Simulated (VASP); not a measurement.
# Bi (I4/mmm) in VASP: a series of runs, part 2 of 2

VASP 6.6.1. Earlier steps stand in the parts before.

## (5) Single point, PBEsol+D3(BJ) (25.06 Å³/atom)

This run uses another cell than the first one, of 25.06 Å³/atom.

Contents of INCAR:

```
SYSTEM = Bi
PREC     = Accurate       ! precision mode
ENCUT    = 520            ! plane-wave cutoff, eV
EDIFF    = 1E-6           ! SCF threshold, eV
ISMEAR   = 0              ! smearing method
SIGMA    = 0.15           ! smearing width, eV
LREAL    = .FALSE.        ! projectors in reciprocal space
LASPH    = .TRUE.         ! aspherical terms in the spheres
NELM     = 60             ! most SCF steps
ALGO     = Fast           ! electronic algorithm
ISIF     = 2              ! what is computed and relaxed
LWAVE    = .FALSE.        ! write WAVECAR
LCHARG   = .FALSE.        ! write CHGCAR
GGA      = PS             ! functional
IVDW     = 12             ! dispersion correction
NBANDS   = 14             ! bands
```

Contents of KPOINTS:

```
regular mesh
0
G
  18 18 18
  0 0 0
```

Contents of POSCAR:

```
Bi
1.0
   -1.7982499006      1.7982499006      1.9377940929
    1.7982499006     -1.7982499006      1.9377940929
    1.7982499006      1.7982499006     -1.9377940929
Bi
1
Direct
    0.0000000000      0.0000000000      0.0000000000
```

Potentials or basis: VASP PAW PBE potentials, release 64 (Bi_d).

Started as:

```bash
$ cat potpaw_PBE.64/Bi_d/POTCAR > POTCAR
$ mpirun -np 1 vasp_std > vasp.out
```

OUTCAR:

```text
SYSTEM = Bi
   PREC = Accurate
   ENCUT = 520
   EDIFF = 1E-6
   ISMEAR = 0
   LREAL = .FALSE.
   LASPH = .TRUE.
   NELM = 60
   ISIF = 2
   GGA = PS
   IVDW = 12
 IVDW          = 12

 ion  position               nearest neighbor table
   1  0.000  0.000  0.000-

  LATTYP: Found a body centered tetragonal cell.
 ALAT       =     3.5964998012
 C/A-ratio  =     1.0776000000

  Lattice vectors:

 A1 = (  -1.7982499006,   1.7982499006,   1.9377940929)
 A2 = (   1.7982499006,  -1.7982499006,   1.9377940929)
 A3 = (   1.7982499006,   1.7982499006,  -1.9377940929)

Analysis of symmetry for initial positions (statically):
=====================================================================
 Subroutine PRICEL returns:
 Original cell was already a primitive cell.

 Routine SETGRP: Setting up the symmetry group for a
 body centered tetragonal supercell.

 Subroutine GETGRP returns: Found 16 space group operations
 (whereof 16 operations were pure point group operations)
 out of a pool of 16 trial point group operations.

The static configuration has the point symmetry D_4h.

Analysis of symmetry for dynamics (positions and initial velocities):
=====================================================================
 Subroutine PRICEL returns:
 Original cell was already a primitive cell.

 Routine SETGRP: Setting up the symmetry group for a
 body centered tetragonal supercell.

 Subroutine GETGRP returns: Found 16 space group operations
 (whereof 16 operations were pure point group operations)
 out of a pool of 16 trial point group operations.

The dynamic configuration has the point symmetry D_4h.

 Subroutine INISYM returns: Found 16 space group operations
 (whereof 16 operations are pure point group operations),
 and found     1 'primitive' translations

----------------------------------------------------------------------------------------

                                     Primitive cell

  volume of cell :      25.0650
[... 115 lines left out ...]
   IVDW    =    12    specifies the selected vdW correction
   LEPSILON=     F    determine dielectric tensor
   LRPA    =     F    only Hartree local field effects (RPA)
 non-spin polarized calculation
 RMM-DIIS sequential band-by-band and
 Gauss-broadening in eV      SIGMA  =   0.15
  energy-cutoff  :      520.00
  volume of cell :       25.06
 maximum number of plane-waves:       700
   NGX = 11   NGY = 11   NGZ = 11

 number of electron      14.9999994 magnetization

 Free energy of the ion-electron system (eV)
  ---------------------------------------------------
  ext. energy  EPLUGINS =         0.00000000
  ---------------------------------------------------
  free energy    TOTEN  =        -3.99862013 eV

  energy without entropy =       -3.99242563  energy(sigma->0) =       -3.99552288

 E-fermi :  10.7729     XC(G=0): -11.5133

 val. band max:       10.7710765119   @ k =  -0.1667  -0.4444   0.0556
 cond. band min:      10.7859441724   @ k =  -0.3333   0.3889   0.2778
 fundamental gap:      0.0148676605
 Fermi energy:        10.7729023710

 k-point     1 :       0.0000    0.0000    0.0000
  band No.  band energies     occupation
      1     -12.4815      2.00000
      2     -12.4815      2.00000
      3     -12.4353      2.00000
      4     -12.2447      2.00000
      5     -12.1939      2.00000
      6      -4.5438      2.00000
      7      17.3340      0.00000
      8      17.6724      0.00000
      9      17.6724      0.00000
     10      20.5688      0.00000
     11      21.6897      0.00000
     12      21.6897      0.00000
     13      22.8589      0.00000
     14      23.5084      0.00000
[... 377 lines left out ...]
      1     -12.4843      2.00000
      2     -12.4466      2.00000
      3     -12.3247      2.00000
      4     -12.2580      2.00000
      5     -12.2100      2.00000
      6      -3.6049      2.00000
      7      11.8341      0.00000
      8      15.3690      0.00000
      9      16.2932      0.00000
     10      19.6954      0.00000
     11      20.2249      0.00000
     12      21.0306      0.00000
     13      24.3948      0.00000
     14      24.8682      0.00000

 [... further k-points ...]

------------------------ aborting loop because EDIFF is reached ----------------------------------------

 Edisp (eV)   -0.65660

 E8    (eV) :    -0.4705

  FORCE on cell =-STRESS in cart. coord.  units (eV):
  Direction    XX          YY          ZZ          XY          YZ          ZX
  --------------------------------------------------------------------------------------
  -------------------------------------------------------------------------------------
  Total       2.00039     2.00039     1.69796     0.00000     0.00000     0.00000
  in kB     127.86675   127.86675   108.53522     0.00000     0.00000     0.00000
  external pressure =      121.42 kB  Pullay stress =        0.00 kB

 VOLUME and BASIS-vectors are now :
 -----------------------------------------------------------------------------
  energy-cutoff  :      520.00
  volume of cell :       25.06
      direct lattice vectors                 reciprocal lattice vectors
    -1.798249901  1.798249901  1.937794093     0.000000000  0.278048118  0.258025350
     1.798249901 -1.798249901  1.937794093     0.278048118  0.000000000  0.258025350
     1.798249901  1.798249901 -1.937794093     0.278048118  0.278048118  0.000000000

 POSITION                                       TOTAL-FORCE (eV/Angst)
 -----------------------------------------------------------------------------------
      0.00000      0.00000      0.00000         0.000000      0.000000     -0.000000
 -----------------------------------------------------------------------------------
    total drift:                                0.000000      0.000000      0.000000

  FREE ENERGIE OF THE ION-ELECTRON SYSTEM (eV)
  ---------------------------------------------------
  free  energy   TOTEN  =        -4.6552171227 eV

  energy  without entropy=       -4.6490226233  energy(sigma->0) =       -4.65211987
```

It took 41 s on 1 thread of Intel Xeon 6975P-C (Granite Rapids), shared host; peak memory 0.26 GiB.

Results:

| Property | Result |
| --- | --- |
| Free energy | -4.6552 eV |
| Pressure | 12.1 GPa |
| Band gap on the k mesh | zero (an odd number of electrons rules out a gap without spin polarisation) |
| Dispersion energy per atom | -0.657 eV |

Levels at points of the mesh, in eV from the Fermi level:
| k point | band 3 | band 4 | band 5 | band 6 | band 7 | band 8 | band 9 | band 10 | band 11 | band 12 |
| --- | --- | --- | --- | --- | --- | --- | --- | --- | --- | --- |
| (0.00, 0.00, 0.00) | -23.21 | -23.02 | -22.97 | -15.32 | 6.56 | 6.90 | 6.90 | 9.80 | 10.92 | 10.92 |
| (0.50, 0.00, 0.00) | -23.04 | -22.98 | -22.83 | -10.99 | -6.59 | 2.35 | 4.39 | 7.27 | 8.63 | 12.14 |
| (0.50, 0.50, 0.00) | -22.98 | -22.96 | -22.81 | -10.57 | -6.37 | 1.39 | 3.06 | 6.10 | 7.39 | 15.26 |
| (0.50, 0.50, 0.50) | -22.88 | -22.85 | -22.85 | -7.72 | -3.31 | -1.87 | -1.87 | 3.07 | 3.71 | 16.00 |

Caveat: the cell stands under pressure; the PAW data sets were made with another functional, which shifts forces and pressure a little; spin-orbit coupling is left out, which moves the levels of the heavy elements.

## (6) Single point, PBEsol+D3(BJ) (25.07 Å³/atom)

This run uses another cell than the first one, of 25.07 Å³/atom.

Contents of INCAR:

```
  PREC = Accurate
  ENCUT = 520
  EDIFF = 1E-6
  ISMEAR = 0
  SIGMA = 0.15
  LREAL = False
  LASPH = True
  NELM = 60
  ALGO = Fast
  ISIF = 2
  LWAVE = False
  LCHARG = False
  GGA = PS
  IVDW = 12
  NBANDS = 14
```

Contents of KPOINTS:

```
regular mesh
0
Gamma
  18 18 18
```

Contents of POSCAR:

```
Bi
1.0
   -1.7108637494      1.7108637494      2.1408038096
    1.7108637494     -1.7108637494      2.1408038096
    1.7108637494      1.7108637494     -2.1408038096
Bi
1
Direct
    0.0000000000      0.0000000000      0.0000000000
```

Potentials or basis: VASP PAW PBE potentials, release 64 (Bi_d).

Started as:

```bash
$ cat potpaw_PBE.64/Bi_d/POTCAR > POTCAR
$ mpirun -np 1 vasp_std > vasp.out
```

OUTCAR:

```text
PREC = Accurate
   ENCUT = 520
   EDIFF = 1E-6
   ISMEAR = 0
   LREAL = False
   LASPH = True
   NELM = 60
   ISIF = 2
   GGA = PS
   IVDW = 12
 IVDW          = 12

 ion  position               nearest neighbor table
   1  0.000  0.000  0.000-

  LATTYP: Found a body centered tetragonal cell.
 ALAT       =     3.4217274988
 C/A-ratio  =     1.2513000000

  Lattice vectors:

 A1 = (  -1.7108637494,   1.7108637494,   2.1408038096)
[... 589 lines left out ...]
     14      24.8865      0.00000

 [... further k-points ...]

------------------------ aborting loop because EDIFF is reached ----------------------------------------

 Edisp (eV)   -0.65649

 E8    (eV) :    -0.4704

  FORCE on cell =-STRESS in cart. coord.  units (eV):
  Direction    XX          YY          ZZ          XY          YZ          ZX
  --------------------------------------------------------------------------------------
  -------------------------------------------------------------------------------------
  Total       2.05366     2.05366     1.67885     0.00000    -0.00000     0.00000
  in kB     131.27184   131.27184   107.31385     0.00000    -0.00000     0.00000
  external pressure =      123.29 kB  Pullay stress =        0.00 kB

 VOLUME and BASIS-vectors are now :
 -----------------------------------------------------------------------------
  energy-cutoff  :      520.00
  volume of cell :       25.07
      direct lattice vectors                 reciprocal lattice vectors
    -1.710863749  1.710863749  2.140803810     0.000000000  0.292250040  0.233557133
     1.710863749 -1.710863749  2.140803810     0.292250040  0.000000000  0.233557133
     1.710863749  1.710863749 -2.140803810     0.292250040  0.292250040  0.000000000

 POSITION                                       TOTAL-FORCE (eV/Angst)
 -----------------------------------------------------------------------------------
      0.00000      0.00000      0.00000         0.000000      0.000000      0.000000
 -----------------------------------------------------------------------------------
    total drift:                                0.000000      0.000000      0.000000

  FREE ENERGIE OF THE ION-ELECTRON SYSTEM (eV)
  ---------------------------------------------------
  free  energy   TOTEN  =        -4.6133885601 eV

  energy  without entropy=       -4.6067015864  energy(sigma->0) =       -4.61004507
```

Wall time 46 s (1 thread of Intel Xeon 6975P-C (Granite Rapids), shared host); peak memory 0.27 GiB.

What came out:

```
Free energy                : -4.6134 eV
Pressure                   : 12.3 GPa
Band gap on the k mesh     : zero (an odd number of electrons rules out a gap without spin polarisation)
Dispersion energy per atom : -0.656 eV
```

Stress tensor (GPa, compression positive):
```
13.13  0.00  0.00
 0.00 13.13  0.00
 0.00  0.00 10.73
```

Caveat: the cell stands under pressure; the PAW data sets were made with another functional, which shifts forces and pressure a little; spin-orbit coupling is left out, which moves the levels of the heavy elements.

## (7) Summary

```csv
cell,further INCAR settings,gap on the mesh (eV),pressure (GPa)
"a = 3.465 Å, angles 111.6, 111.6, 105.4°, 1 atom",ALGO = Fast; EDIFF = 1e-07; NBANDS = 14,none,-5.9
"a = 3.501 Å, angles 116.0, 116.0, 97.0°, 1 atom",ALGO = Fast; EDIFF = 1e-06; NBANDS = 14,none,-5.6
"a = 3.197 Å, angles 107.5, 107.5, 113.5°, 1 atom",ALGO = Fast; EDIFF = 1e-06; NBANDS = 14,none,12.2
"a = 3.197 Å, angles 111.6, 111.6, 105.4°, 1 atom",ALGO = Fast; EDIFF = 1e-06; NBANDS = 14,none,12.1
"a = 3.231 Å, angles 116.0, 116.0, 97.0°, 1 atom",ALGO = Fast; EDIFF = 1e-06; NBANDS = 14,none,12.3
```

Alike in all rows: task single point; level PBEsol+D3(BJ); potentials or basis VASP PAW PBE potentials, release 64 (Bi_d); no spin polarisation; k mesh 18 × 18 × 18; cutoff (eV) 520; smearing gaussian 0.15 eV.

Caveats: the PAW data sets were made with another functional, which shifts forces and pressure a little; spin-orbit coupling is left out, which moves the levels of the heavy elements; the cell stands under pressure (at least some runs); the cell stands under tension (at least some runs).

Total energies depend on the potentials used, so only differences within one code and one set of settings carry meaning.
